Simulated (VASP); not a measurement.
# CuO (P-1) in VASP: further runs

CuO is run at these levels: PBE, PBEsol, LDA, r2SCAN; tasks: relaxation of cell and atoms, single point.

Everything below comes from runs of VASP 6.6.1. Logs are shortened: lines on timing, memory, paths and dates and some standing lists are left out, and cuts for length are marked.

## (1) The cell of the first run

The typed cell holds 4 atoms: a = 2.880 Å, b = 2.880 Å, c = 5.176 Å, α = 89.81°, β = 89.81°, γ = 89.22°.

## (2) Relaxation of cell and atoms, PBE

INCAR reads:

```
SYSTEM = CuO
PREC     = Accurate       ! precision mode
ENCUT    = 600            ! plane-wave cutoff, eV
EDIFF    = 1E-6           ! SCF threshold, eV
ISMEAR   = -1             ! smearing method
SIGMA    = 0.05           ! smearing width, eV
LREAL    = .FALSE.        ! projectors in reciprocal space
LASPH    = .TRUE.         ! aspherical terms in the spheres
NELM     = 60             ! most SCF steps
ALGO     = Normal         ! electronic algorithm
ISIF     = 3              ! what is computed and relaxed
LWAVE    = .FALSE.        ! write WAVECAR
LCHARG   = .FALSE.        ! write CHGCAR
GGA      = PE             ! functional
IBRION   = 2              ! ionic algorithm
NSW      = 80             ! ionic steps
EDIFFG   = -0.01          ! ionic threshold
```

KPOINTS reads:

```
regular mesh
0
G
  7 7 4
  0 0 0
```

POSCAR reads:

```
CuO
1.0
    2.8795009639      0.0000000000      0.0000000000
    0.0390727580      2.8792794796      0.0000000000
    0.0174953863      0.0172449008      5.1763391994
Cu O
2 2
Direct
    0.0000000000      0.5000000000      0.0000000000
    0.5000000000      0.0000000000      0.5000000000
    0.9984239700      0.0016717800      0.7498871000
    0.0015760300      0.9983282200      0.2501129000
```

Potentials or basis: VASP PAW PBE potentials, release 64 (Cu, O).

On the command line:

```bash
$ cat potpaw_PBE.64/Cu/POTCAR potpaw_PBE.64/O/POTCAR > POTCAR
$ mpirun -np 1 vasp_std > vasp.out
```

OUTCAR:

```text
SYSTEM = CuO
   PREC = Accurate
   ENCUT = 600
   EDIFF = 1E-6
   ISMEAR = -1
   LREAL = .FALSE.
   LASPH = .TRUE.
   NELM = 60
   ISIF = 3
   GGA = PE
   IBRION = 2
   NSW = 80
   EDIFFG = -0.01

 ion  position               nearest neighbor table
   1  0.000  0.500  0.000-   3 1.94   4 1.94   3 1.94   4 1.94
   2  0.500  0.000  0.500-   3 1.94   4 1.94   4 1.94   3 1.94
   3  0.998  0.002  0.750-   2 1.94   2 1.94   1 1.94   1 1.94
   4  0.002  0.998  0.250-   2 1.94   2 1.94   1 1.94   1 1.94

  LATTYP: Found a base centered monoclinic cell.
 ALAT       =    11.1169163425
 B/A-ratio  =     0.3638182808
 C/A-ratio  =     0.4656324948
 COS(beta)  =    -0.9295148209

  Lattice vectors:

 A1 = (   2.8620055776,  -0.0172449008,  -5.1763391994)
 A2 = (   0.0215773717,   2.8620345788,  -5.1763391994)
 A3 = (   0.0174953863,   0.0172449008,   5.1763391994)

Analysis of symmetry for initial positions (statically):
=====================================================================
 Subroutine PRICEL returns:
 Original cell was already a primitive cell.

 Routine SETGRP: Setting up the symmetry group for a
 base centered monoclinic supercell.

 Subroutine GETGRP returns: Found  2 space group operations
 (whereof  2 operations were pure point group operations)
 out of a pool of  4 trial point group operations.

The static configuration has the point symmetry S_2 .

Analysis of symmetry for dynamics (positions and initial velocities):
=====================================================================
 Subroutine PRICEL returns:
 Original cell was already a primitive cell.

 Routine SETGRP: Setting up the symmetry group for a
 base centered monoclinic supercell.

 Subroutine GETGRP returns: Found  2 space group operations
 (whereof  2 operations were pure point group operations)
 out of a pool of  4 trial point group operations.

The dynamic configuration has the point symmetry S_2 .

 Subroutine INISYM returns: Found  2 space group operations
 (whereof  2 operations are pure point group operations),
 and found     1 'primitive' translations

----------------------------------------------------------------------------------------

                                     Primitive cell

  volume of cell :      42.9164

  direct lattice vectors                    reciprocal lattice vectors
     2.879500964  0.000000000  0.000000000     0.347282398 -0.004712735 -0.001158071
     0.039072758  2.879279480  0.000000000     0.000000000  0.347309112 -0.001157055
[... 99 lines left out ...]
   PSTRESS=    0.0 pullay stress
   NELECT =      34.0000    total number of electrons
   NUPDOWN=      -1.0000    fix difference up-down
   EMIN   =  10.00;   EMAX   =-10.00  energy-range for DOS
   EFERMI =   0.00;   METHOD = LEGACY
   ISMEAR =    -1;   SIGMA  =   0.05  broadening in eV -4-tet -1-fermi 0-gaus
   EFERMI_NEDOS =   21; number of points for ismear=-14 and -15
   IALGO  =     38    algorithm
   IMIX   =      4    mixing-type and parameters
     AMIX     =   0.40;   BMIX     =  1.00
     AMIX_MAG =   1.60;   BMIX_MAG =  1.00
  volume/ion in A,a.u.               =      10.73        72.40
  Fermi-wavevector in a.u.,A,eV,Ry     =   1.514816  2.862587 31.220846  2.294667
  Thomas-Fermi vector in A             =   2.624423
   LORBIT       =      0    0 simple, 1 ext, 2 COOP (PROOUT), +10 PAW based schemes
   GGA     = PE    functional components
   LHFCALC =     F    Hartree Fock is set to
   AEXX    =    0.0000 exact exchange contribution
   IVDW    =     0    specifies the selected vdW correction
   LEPSILON=     F    determine dielectric tensor
   LRPA    =     F    only Hartree local field effects (RPA)
 conjugate gradient relaxation of ions
 non-spin polarized calculation
  energy-cutoff  :      600.00
  volume of cell :       42.92
 maximum number of plane-waves:      1446
   NGX = 11   NGY = 11   NGZ = 21

--------------------------------------- Ionic step        1  -------------------------------------------

 number of electron      33.9999984 magnetization

 Free energy of the ion-electron system (eV)
  ---------------------------------------------------
  ext. energy  EPLUGINS =         0.00000000
  ---------------------------------------------------
  free energy    TOTEN  =       -19.70614542 eV

  energy without entropy =      -19.69294997  energy(sigma->0) =      -19.69954769

------------------------ aborting loop because EDIFF is reached ----------------------------------------

  FORCE on cell =-STRESS in cart. coord.  units (eV):
  Direction    XX          YY          ZZ          XY          YZ          ZX
  --------------------------------------------------------------------------------------
  -------------------------------------------------------------------------------------
  Total        1.8422416      1.8263234      1.4903071     -0.0079957      0.0045267      0.0005170
  in kB       68.7754420     68.1811749     55.6368541     -0.2984977      0.1689913      0.0193017
  external PRESSURE =      64.1978237 kB  Pullay stress =       0.0000000 kB
[... 139 lines left out ...]
--------------------------------------- Ionic step        5  -------------------------------------------

 number of electron      34.0000011 magnetization

 Free energy of the ion-electron system (eV)
  ---------------------------------------------------
  ext. energy  EPLUGINS =         0.00000000
  ---------------------------------------------------
  free energy    TOTEN  =       -19.74871662 eV

  energy without entropy =      -19.73568801  energy(sigma->0) =      -19.74220232

 E-fermi :   4.7345     XC(G=0): -11.2378

 val. band max:        4.7138657220   @ k =   0.0000  -0.1429  -0.2500
 cond. band min:       4.7523620384   @ k =  -0.1429   0.2857   0.5000
 fundamental gap:      0.0384963165
 Fermi energy:         4.7345088218

 k-point     1 :       0.0000    0.0000    0.0000
  band No.  band energies     occupation
      1     -14.9592      2.00000
      2     -13.6812      2.00000
      3      -3.2466      2.00000
      4      -0.6239      2.00000
      5      -0.5989      2.00000
      6       1.0648      2.00000
[... 565 lines left out ...]
     20      11.2738      0.00000
     21      14.5681      0.00000

 [... further k-points ...]

------------------------ aborting loop because EDIFF is reached ----------------------------------------

  FORCE on cell =-STRESS in cart. coord.  units (eV):
  Direction    XX          YY          ZZ          XY          YZ          ZX
  --------------------------------------------------------------------------------------
  -------------------------------------------------------------------------------------
  Total       -0.0107464      0.0023282     -0.0038950     -0.0245907     -0.0063331     -0.0055475
  in kB       -0.3830654      0.0829912     -0.1388411     -0.8765545     -0.2257491     -0.1977442
  external PRESSURE =      -0.1463051 kB  Pullay stress =       0.0000000 kB
[... 19 lines left out ...]
  FREE ENERGIE OF THE ION-ELECTRON SYSTEM (eV)
  ---------------------------------------------------
  free  energy   TOTEN  =       -19.7487166222 eV

  energy  without entropy=      -19.7356880097  energy(sigma->0) =      -19.74220232

 reached required accuracy - stopping structural energy minimisation
```

Run time: 8.1 min. Hardware: 1 thread of Intel Xeon 8259CL, shared host; peak memory 0.24 GiB.

Results:

- Free energy: -19.7487 eV
- Relaxed volume: 11.24 Å³/atom
- Relaxed cell: a = 2.951 Å, b = 2.950 Å, c = 5.164 Å, α = 89.81°, β = 89.82°, γ = 89.29°
- Space group after relaxing (to 0.1 Å): P4_2/mmc (No. 131)
- Energy gained by relaxing: 10.6 meV/atom
- Ionic steps: 5
- Pressure after relaxing: 0.0 GPa
- Largest force after relaxing: 0.006 eV/Å
- Band gap on the k mesh: zero (bands 17 and 18 overlap by 1.13 eV)

Forces on the atoms (eV/Å):
```
Cu   0.000  0.000  0.000
Cu   0.000  0.000  0.000
O    0.004 -0.003 -0.003
O   -0.004  0.003  0.003
```

Step by step:
| step | energy change (eV) | largest force (eV/Å) | pressure (GPa) | volume (Å³) |
| --- | --- | --- | --- | --- |
| 1 | 0.0000 | 0.0113 | 6.42 | 42.92 |
| 2 | -0.0263 | 0.0093 | -3.08 | 45.64 |
| 3 | -0.0349 | 0.0090 | -0.13 | 44.71 |
| 4 | -0.0403 | 0.0066 | -0.09 | 44.82 |
| 5 | -0.0426 | 0.0059 | -0.01 | 44.95 |

Final structure:
```cif
data_structure
_symmetry_space_group_name_H-M 'P 1'
_symmetry_Int_Tables_number 1
_cell_length_a 2.9507
_cell_length_b 2.9503
_cell_length_c 5.1636
_cell_angle_alpha 89.812
_cell_angle_beta 89.820
_cell_angle_gamma 89.292
_cell_volume 44.95
loop_
_atom_site_label
_atom_site_type_symbol
_atom_site_fract_x
_atom_site_fract_y
_atom_site_fract_z
_atom_site_occupancy
Cu1 Cu 0.00000 0.50000 0.00000 1
Cu2 Cu 0.50000 0.00000 0.50000 1
O1 O 0.99865 0.00140 0.75004 1
O2 O 0.00135 0.99860 0.24996 1
```

Levels at points of the mesh, in eV from the Fermi level:
```
           k point  band 13  band 14  band 15  band 16  band 17  band 18  band 19  band 20  band 21
(0.00, 0.00, 0.00)    -2.38    -2.36    -2.27    -1.90     0.63     0.66     1.36     6.07     7.22
(0.00, 0.00, 0.50)    -2.26    -2.26    -1.55    -1.55     0.09     0.10     3.43     3.43    11.56
```

Caveat: semilocal functionals often make such compounds metallic where correlation or magnetic order opens a gap, which also shifts bond lengths. With open d or f shells a metallic result of PBE can be an artefact of self-interaction; +U or a hybrid may open a gap.

(Part 1 of 2 ends here.)
